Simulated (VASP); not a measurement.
# Na (P2_1/m) in VASP: a series of runs

Runs on Na. Level: PBE. Tasks: electric field gradients.

Everything below comes from runs of VASP 6.6.1. Logs are shortened: lines on timing, memory, paths and dates and some standing lists are left out, and cuts for length are marked.

### Step 1. The cell of the first run

Symmetry: P2_1/m, No. 11, monoclinic system. The conventional cell has a = 3.657 Å, b = 6.269 Å, c = 3.689 Å, α = 90.00°, β = 119.14°, γ = 90.00°. Na (site symmetry m) has 12 Na at 3.66 to 3.80 Å within 4.8 Å.

### Step 2. Electric field gradients, PBE (xy shear strain of +2 %)

The input, INCAR:

```
ALGO = Normal
EDIFF = 1E-8
ENCUT = 520
GGA = PE
ISIF = 2
ISMEAR = -1
LASPH = T
LCHARG = F
LEFG = T
LREAL = F
LWAVE = F
NBANDS = 14
NELM = 80
PREC = Accurate
SIGMA = 0.05
```

The input, KPOINTS:

```
k-points
0
Gamma
  10 10 6
```

The input, POSCAR:

```
Na
1.0
    3.6887707041      0.0368877070      0.0000000000
   -1.8124396607      3.1761252850      0.0000000000
    0.0000000000      0.0000000000      6.2691940000
Na
2
Direct
    0.3333333333      0.6666666667      0.2500000000
    0.6666666667      0.3333333333      0.7500000000
```

Potentials or basis: VASP PAW PBE potentials, release 64 (Na_pv).

Started as:

```bash
$ cat potpaw_PBE.64/Na_pv/POTCAR > POTCAR
$ mpirun -np 1 vasp_std > vasp.out
```

OUTCAR:

```text
EDIFF = 1E-8
   ENCUT = 520
   GGA = PE
   ISIF = 2
   ISMEAR = -1
   LASPH = T
   LREAL = F
   NELM = 80
   PREC = Accurate

 ion  position               nearest neighbor table
   1  0.333  0.667  0.250-
   2  0.667  0.333  0.750-

  Warning from LATTYP: Monoclinic adjustment (A1->A3, A2->A1, A3->A2)!
  LATTYP: Found a simple monoclinic cell.
 ALAT       =     3.6568715249
 B/A-ratio  =     1.7143599269
 C/A-ratio  =     1.0087735139
 COS(beta)  =    -0.4869160342

  Lattice vectors:

 A1 = (  -1.8124396607,   3.1761252850,   0.0000000000)
 A2 = (   0.0000000000,   0.0000000000,   6.2691940000)
 A3 = (   3.6887707041,   0.0368877070,   0.0000000000)

Analysis of symmetry for initial positions (statically):
=====================================================================
 Subroutine PRICEL returns:
 Original cell was already a primitive cell.

 Routine SETGRP: Setting up the symmetry group for a
 simple monoclinic supercell.

 Subroutine GETGRP returns: Found  4 space group operations
 (whereof  2 operations were pure point group operations)
 out of a pool of  4 trial point group operations.

The static configuration has the point symmetry S_2 .
 The point group associated with its full space group is C_2h.

Analysis of symmetry for dynamics (positions and initial velocities):
=====================================================================
 Subroutine PRICEL returns:
 Original cell was already a primitive cell.

 Routine SETGRP: Setting up the symmetry group for a
 simple monoclinic supercell.

 Subroutine GETGRP returns: Found  4 space group operations
 (whereof  2 operations were pure point group operations)
 out of a pool of  4 trial point group operations.

The dynamic configuration has the point symmetry S_2 .
 The point group associated with its full space group is C_2h.

 Subroutine INISYM returns: Found  4 space group operations
 (whereof  2 operations are pure point group operations),
 and found     1 'primitive' translations

----------------------------------------------------------------------------------------

                                     Primitive cell

  volume of cell :      73.8690

  direct lattice vectors                    reciprocal lattice vectors
     3.688770704  0.036887707  0.000000000     0.269554822  0.153820081  0.000000000
    -1.812439661  3.176125285  0.000000000    -0.003130626  0.313062565  0.000000000
     0.000000000  0.000000000  6.269194000     0.000000000  0.000000000  0.159510138

  length of vectors
     3.688955138  3.656871525  6.269194000     0.310355312  0.313078218  0.159510138

  position of ions in fractional coordinates (direct lattice)
     0.333333333  0.666666667  0.250000000
     0.666666667  0.333333333  0.750000000

  ion indices of the primitive-cell ions
   primitive index   ion index
                 1           1
                 2           2

----------------------------------------------------------------------------------------

 KPOINTS: k-points

Automatic generation of k-mesh.
 Grid dimensions read from file:
 generate k-points for:   10   10    6

 Generating k-lattice:

  Cartesian coordinates                     Fractional coordinates (reciprocal lattice)
     0.026955482  0.015382008  0.000000000     0.100000000 -0.000000000  0.000000000
    -0.000313063  0.031306257  0.000000000     0.000000000  0.100000000  0.000000000
     0.000000000  0.000000000  0.026585023     0.000000000  0.000000000  0.166666667

  Length of vectors
     0.031035531  0.031307822  0.026585023

  Shift w.r.t. Gamma in fractional coordinates (k-lattice)
     0.000000000  0.000000000  0.000000000

 Subroutine IBZKPT returns following result:
 ===========================================

 Found    208 irreducible k-points:

 Following reciprocal coordinates:
            Coordinates               Weight
  0.000000  0.000000  0.000000      1.000000
  0.100000  0.000000  0.000000      2.000000
  0.200000  0.000000  0.000000      2.000000
  0.300000  0.000000  0.000000      2.000000
  0.400000 -0.000000  0.000000      2.000000
  0.500000 -0.000000  0.000000      1.000000
[... 16 lines left out ...]
 -0.400000  0.200000  0.000000      2.000000
 -0.300000  0.200000  0.000000      2.000000
 [... further k-points ...]
   k-points           NKPTS =    208   k-points in BZ     NKDIM =    208   number of bands    NBANDS=     14
   number of dos      NEDOS =    301   number of ions     NIONS =      2
   total plane-waves  NPLWV =  37632
   dimension x,y,z NGX =    28 NGY =   28 NGZ =   48
   dimension x,y,z NGXF=    56 NGYF=   56 NGZF=   96
   ions per type =               2
   NGX,Y,Z   is equivalent  to a cutoff of  12.62, 12.73, 12.73 a.u.
   NGXF,Y,Z  is equivalent  to a cutoff of  25.24, 25.46, 25.46 a.u.
 SYSTEM =  unknown system
   PREC   = accura    normal or accurate (medium, high low for compatibility)
   ISTART =      0    job   : 0-new  1-cont  2-samecut
   ICHARG =      2    charge: 1-file 2-atom 10-const
   ISPIN  =      1    spin polarized calculation?
   LNONCOLLINEAR =      F non collinear calculations
   LSORBIT =      F    spin-orbit coupling
   LASPH  =      T    aspherical Exc in radial PAW
   ENCUT  =  520.0 eV  38.22 Ry    6.18 a.u.   6.86  6.80 11.66*2*pi/ulx,y,z
   NELM   =     80;   NELMIN=  2; NELMDL= -5     # of ELM steps
   EDIFF  = 0.1E-07   stopping-criterion for ELM
   LREAL  =      F    real-space projection
   EDIFFG = 0.1E-06   stopping-criterion for IOM
   NSW    =      0    number of steps for IOM
   IBRION =     -1    ionic relax: 0-MD 1-quasi-New 2-CG
   NFREE  =      0    steps in history (QN), initial steepest desc. (CG)
   ISIF   =      2    stress and relaxation
   ISYM   =      2    0-nonsym 1-usesym 2-fastsym
   POTIM  = 0.5000    time-step for ionic-motion
   TEBEG  =    0.0;   TEEND  =   0.0 temperature during run
   PSTRESS=    0.0 pullay stress
   NELECT =      14.0000    total number of electrons
   NUPDOWN=      -1.0000    fix difference up-down
   EMIN   =  10.00;   EMAX   =-10.00  energy-range for DOS
   EFERMI =   0.00;   METHOD = LEGACY
   ISMEAR =    -1;   SIGMA  =   0.05  broadening in eV -4-tet -1-fermi 0-gaus
   EFERMI_NEDOS =   21; number of points for ismear=-14 and -15
   IALGO  =     38    algorithm
   IMIX   =      4    mixing-type and parameters
     AMIX     =   0.40;   BMIX     =  1.00
     AMIX_MAG =   1.60;   BMIX_MAG =  1.00
  volume/ion in A,a.u.               =      36.93       249.25
  Fermi-wavevector in a.u.,A,eV,Ry     =   0.940366  1.777033 12.031463  0.884288
  Thomas-Fermi vector in A             =   2.067770
   LORBIT       =      0    0 simple, 1 ext, 2 COOP (PROOUT), +10 PAW based schemes
   GGA     = PE    functional components
   LHFCALC =     F    Hartree Fock is set to
   AEXX    =    0.0000 exact exchange contribution
   IVDW    =     0    specifies the selected vdW correction
   LEPSILON=     F    determine dielectric tensor
   LRPA    =     F    only Hartree local field effects (RPA)
 non-spin polarized calculation
  energy-cutoff  :      520.00
  volume of cell :       73.87
 maximum number of plane-waves:      2008
   NGX = 13   NGY = 13   NGZ = 23

 number of electron      14.0000006 magnetization

 Free energy of the ion-electron system (eV)
  ---------------------------------------------------
  ext. energy  EPLUGINS =         0.00000000
  ---------------------------------------------------
  free energy    TOTEN  =        -2.62483103 eV

  energy without entropy =       -2.61623325  energy(sigma->0) =       -2.62053214

 E-fermi :   0.3052     XC(G=0):  -6.5111

 val. band max:        0.3002308424   @ k =   0.5000   0.4000   0.1667
 cond. band min:       0.3085469366   @ k =   0.0000   0.2000   0.1667
 fundamental gap:      0.0083160942
 Fermi energy:         0.3052381049

 k-point     1 :       0.0000    0.0000    0.0000
  band No.  band energies     occupation
      1     -24.5876      2.00000
      2     -24.5610      2.00000
      3     -24.5606      2.00000
      4     -24.5571      2.00000
      5     -24.5567      2.00000
      6     -24.5559      2.00000
      7      -2.9474      2.00000
      8       0.7224      0.00048
      9       1.0653      0.00000
     10      10.5052      0.00000
     11      10.6365      0.00000
     12      10.8304      0.00000
     13      10.9507      0.00000
     14      11.2378      0.00000

 k-point     2 :       0.1000    0.0000    0.0000
  band No.  band energies     occupation
      1     -24.5865      2.00000
      2     -24.5635      2.00000
      3     -24.5618      2.00000
      4     -24.5596      2.00000
      5     -24.5576      2.00000
      6     -24.5562      2.00000
      7      -2.7976      2.00000
      8       0.8557      0.00003
      9       1.2121      0.00000
     10       8.3779      0.00000
     11       9.8930      0.00000
     12      10.1693      0.00000
     13      11.1693      0.00000
     14      11.6311      0.00000

 k-point     3 :       0.2000    0.0000    0.0000
  band No.  band energies     occupation
      1     -24.5836      2.00000
      2     -24.5709      2.00000
      3     -24.5671      2.00000
      4     -24.5638      2.00000
      5     -24.5589      2.00000
      6     -24.5572      2.00000
      7      -2.3508      2.00000
      8       1.2562      0.00000
      9       1.6438      0.00000
     10       6.1458      0.00000
     11       8.8448      0.00000
     12       9.0953      0.00000
     13       9.3892      0.00000
     14      10.6411      0.00000
[... 324 lines left out ...]
 k-point    23 :      -0.4000    0.2000    0.0000
  band No.  band energies     occupation
      1     -24.5813      2.00000
      2     -24.5808      2.00000
      3     -24.5768      2.00000
      4     -24.5692      2.00000
      5     -24.5652      2.00000
      6     -24.5599      2.00000
      7      -1.1476      2.00000
      8       2.3573      0.00000
      9       2.7123      0.00000
     10       4.3792      0.00000
     11       5.0121      0.00000
     12       7.7169      0.00000
     13       8.0531      0.00000
     14       8.3736      0.00000

 k-point    24 :      -0.3000    0.2000    0.0000
  band No.  band energies     occupation
      1     -24.5806      2.00000
      2     -24.5769      2.00000
      3     -24.5741      2.00000
      4     -24.5659      2.00000
      5     -24.5613      2.00000
      6     -24.5582      2.00000
      7      -1.8820      2.00000
      8       1.6812      0.00000
      9       2.0845      0.00000
     10       5.4588      0.00000
     11       6.5561      0.00000
     12       8.7161      0.00000
     13       9.2722      0.00000
     14       9.7869      0.00000

 [... further k-points ...]

------------------------ aborting loop because EDIFF is reached ----------------------------------------

  FORCE on cell =-STRESS in cart. coord.  units (eV):
  Direction    XX          YY          ZZ          XY          YZ          ZX
  --------------------------------------------------------------------------------------
  -------------------------------------------------------------------------------------
  Total        0.1016586      0.1045705     -0.1670802     -0.0233726      0.0000000      0.0000000
  in kB        2.2049172      2.2680766     -3.6238770     -0.5069380      0.0000000      0.0000000
  external PRESSURE =       0.2830390 kB  Pullay stress =       0.0000000 kB

 VOLUME and BASIS-vectors are now :
 -----------------------------------------------------------------------------
  energy-cutoff  :      520.00
  volume of cell :       73.87
      direct lattice vectors                 reciprocal lattice vectors
     3.688770704  0.036887707  0.000000000     0.269554822  0.153820081  0.000000000
    -1.812439661  3.176125285  0.000000000    -0.003130626  0.313062565  0.000000000
     0.000000000  0.000000000  6.269194000     0.000000000  0.000000000  0.159510138

 POSITION                                       TOTAL-FORCE (eV/Angst)
 -----------------------------------------------------------------------------------
      0.02130      2.12971      1.56730        -0.006101     -0.000059      0.000000
      1.85503      1.08330      4.70190         0.006101      0.000059      0.000000
 -----------------------------------------------------------------------------------
    total drift:                                0.000000     -0.000000      0.000000

  FREE ENERGIE OF THE ION-ELECTRON SYSTEM (eV)
  ---------------------------------------------------
  free  energy   TOTEN  =        -2.6248310312 eV

  energy  without entropy=       -2.6162332453  energy(sigma->0) =       -2.62053214

 Electric field gradients (V/A^2)
---------------------------------------------------------------------
 ion       V_xx      V_yy      V_zz      V_xy      V_xz      V_yz
---------------------------------------------------------------------
   1       0.130     0.144    -0.275    -0.189     0.000     0.000
   2       0.130     0.144    -0.275    -0.189     0.000    -0.000
---------------------------------------------------------------------

 Electric field gradients after diagonalization (V/A^2)
 (convention: |V_zz| > |V_xx| > |V_yy|)
----------------------------------------------------------------------
 ion       V_xx      V_yy      V_zz     asymmetry (V_yy - V_xx)/ V_zz
----------------------------------------------------------------------
   1      -0.275    -0.052     0.326       0.683
   2      -0.275    -0.052     0.326       0.683
----------------------------------------------------------------------

           NMR quadrupolar parameters

 Cq : quadrupolar parameter    Cq=e*Q*V_zz/h
 eta: asymmetry parameters     (V_yy - V_xx)/ V_zz
 Q  : nuclear electric quadrupole moment in mb (millibarn)
----------------------------------------------------------------------
 ion       Cq(MHz)       eta       Q (mb)
----------------------------------------------------------------------
   1       0.001       0.683       1.000
   2       0.001       0.683       1.000
----------------------------------------------------------------------
```

It took 2.6 min on 1 thread of Intel Xeon Platinum 8259CL at 2.50GHz (Skylake/Cascade Lake), shared host; peak memory 0.29 GiB.

Results:

| Item | Value |
| --- | --- |
| Free energy | -2.6248 eV |
| Pressure | 0.0 GPa |
| Largest force | 0.006 eV/Å |
| Band gap on the k mesh | zero (bands 7 and 8 overlap by 3.91 eV) |
| Largest electric field gradient by atom | Na +0.3 V/Å² |

Forces on the atoms (eV/Å):
```
Na  -0.006  0.000  0.000
Na   0.006  0.000  0.000
```

Levels at points of the mesh, in eV from the Fermi level:
```tsv
k point	band 4	band 5	band 6	band 7	band 8	band 9	band 10	band 11
(0.00, 0.00, 0.00)	-24.86	-24.86	-24.86	-3.25	0.42	0.76	10.20	10.33
(0.50, 0.00, 0.00)	-24.87	-24.87	-24.87	0.30	0.43	3.77	3.79	4.19
(0.00, 0.50, 0.00)	-24.87	-24.87	-24.87	0.36	0.50	3.82	3.86	4.25
(0.50, 0.50, 0.00)	-24.88	-24.87	-24.87	0.41	0.57	3.87	3.93	4.30
(0.00, 0.00, 0.50)	-24.86	-24.86	-24.86	-2.27	-2.27	5.14	5.14	10.76
(0.50, 0.00, 0.50)	-24.87	-24.87	-24.87	1.08	1.08	1.56	1.56	7.74
(0.00, 0.50, 0.50)	-24.87	-24.87	-24.87	1.13	1.13	1.62	1.62	7.69
(0.50, 0.50, 0.50)	-24.87	-24.87	-24.87	1.19	1.19	1.69	1.69	7.64
```

Electric field gradients, principal values (V/Å²):
| atom | least | middle | greatest (by size) |
| --- | --- | --- | --- |
| 1 Na | -0.052 | -0.275 | 0.326 |
| 2 Na | -0.052 | -0.275 | 0.326 |

Caveat: the cell differs from its parent crystal (xy shear strain of +2 %); without QUAD_EFG the Cq values of the log hold for a quadrupole moment of 1 mb, not for the nuclei.

### Step 3. Electric field gradients, PBE (xy shear strain of +2 %)

The input, INCAR:

```
SYSTEM = Na
ALGO = Normal ; EDIFF = 1E-8
ENCUT = 520 ; GGA = PE
ISIF = 2 ; ISMEAR = -1
LASPH = .TRUE. ; LCHARG = .FALSE.
LEFG = .TRUE. ; LREAL = .FALSE.
LWAVE = .FALSE. ; NBANDS = 14
NELM = 80 ; PREC = Accurate
SIGMA = 0.05
```

The input, KPOINTS:

```
k-points
0
G
  10 10 6
  0 0 0
```

POSCAR is that of step 2.

Potentials or basis: VASP PAW PBE potentials, release 64 (Na_pv).

Started as:

```bash
$ cat potpaw_PBE.64/Na_pv/POTCAR > POTCAR
$ mpirun -np 1 vasp_std > vasp.out
```

OUTCAR:

```text
SYSTEM = Na
   EDIFF = 1E-8
   ENCUT = 520
   GGA = PE
   ISIF = 2
   ISMEAR = -1
   LASPH = .TRUE.
   LREAL = .FALSE.
   NELM = 80
   PREC = Accurate

 ion  position               nearest neighbor table
   1  0.333  0.667  0.250-
   2  0.667  0.333  0.750-

  Warning from LATTYP: Monoclinic adjustment (A1->A3, A2->A1, A3->A2)!
  LATTYP: Found a simple monoclinic cell.
 ALAT       =     3.6568715249
 B/A-ratio  =     1.7143599269
 C/A-ratio  =     1.0087735139
 COS(beta)  =    -0.4869160342

[... 623 lines left out ...]

  FREE ENERGIE OF THE ION-ELECTRON SYSTEM (eV)
  ---------------------------------------------------
  free  energy   TOTEN  =        -2.6248310312 eV

  energy  without entropy=       -2.6162332453  energy(sigma->0) =       -2.62053214

 Electric field gradients (V/A^2)
---------------------------------------------------------------------
 ion       V_xx      V_yy      V_zz      V_xy      V_xz      V_yz
---------------------------------------------------------------------
   1       0.130     0.144    -0.275    -0.189     0.000     0.000
   2       0.130     0.144    -0.275    -0.189     0.000    -0.000
---------------------------------------------------------------------

 Electric field gradients after diagonalization (V/A^2)
 (convention: |V_zz| > |V_xx| > |V_yy|)
----------------------------------------------------------------------
 ion       V_xx      V_yy      V_zz     asymmetry (V_yy - V_xx)/ V_zz
----------------------------------------------------------------------
   1      -0.275    -0.052     0.326       0.683
   2      -0.275    -0.052     0.326       0.683
----------------------------------------------------------------------

           NMR quadrupolar parameters

 Cq : quadrupolar parameter    Cq=e*Q*V_zz/h
 eta: asymmetry parameters     (V_yy - V_xx)/ V_zz
 Q  : nuclear electric quadrupole moment in mb (millibarn)
----------------------------------------------------------------------
 ion       Cq(MHz)       eta       Q (mb)
----------------------------------------------------------------------
   1       0.001       0.683       1.000
   2       0.001       0.683       1.000
----------------------------------------------------------------------
```

It took 2.8 min on 1 thread of Intel Xeon Platinum 8259CL at 2.50GHz (Skylake/Cascade Lake), shared host; peak memory 0.29 GiB.

Results:

| Item | Value |
| --- | --- |
| Free energy | -2.6248 eV |
| Pressure | 0.0 GPa |
| Largest force | 0.006 eV/Å |
| Band gap on the k mesh | zero (bands 7 and 8 overlap by 3.91 eV) |
| Largest electric field gradient by atom | Na +0.3 V/Å² |

Forces in eV/Å, atoms in the order of the input:
```
Na  -0.006  0.000  0.000
Na   0.006  0.000  0.000
```

Levels at points of the mesh, in eV from the Fermi level:
```tsv
k point	band 5	band 6	band 7	band 8	band 9	band 10
(0.00, 0.00, 0.00)	-24.86	-24.86	-3.25	0.42	0.76	10.20
(0.50, 0.00, 0.00)	-24.87	-24.87	0.30	0.43	3.77	3.79
(0.00, 0.50, 0.00)	-24.87	-24.87	0.36	0.50	3.82	3.86
(0.50, 0.50, 0.00)	-24.87	-24.87	0.41	0.57	3.87	3.93
(0.00, 0.00, 0.50)	-24.86	-24.86	-2.27	-2.27	5.14	5.14
(0.50, 0.00, 0.50)	-24.87	-24.87	1.08	1.08	1.56	1.56
(0.00, 0.50, 0.50)	-24.87	-24.87	1.13	1.13	1.62	1.62
(0.50, 0.50, 0.50)	-24.87	-24.87	1.19	1.19	1.69	1.69
```

Electric field gradients, principal values (V/Å²):
| atom | least | middle | greatest (by size) |
| --- | --- | --- | --- |
| 1 Na | -0.052 | -0.275 | 0.326 |
| 2 Na | -0.052 | -0.275 | 0.326 |

Caveat: the cell differs from its parent crystal (xy shear strain of +2 %); without QUAD_EFG the Cq values of the log hold for a quadrupole moment of 1 mb, not for the nuclei.
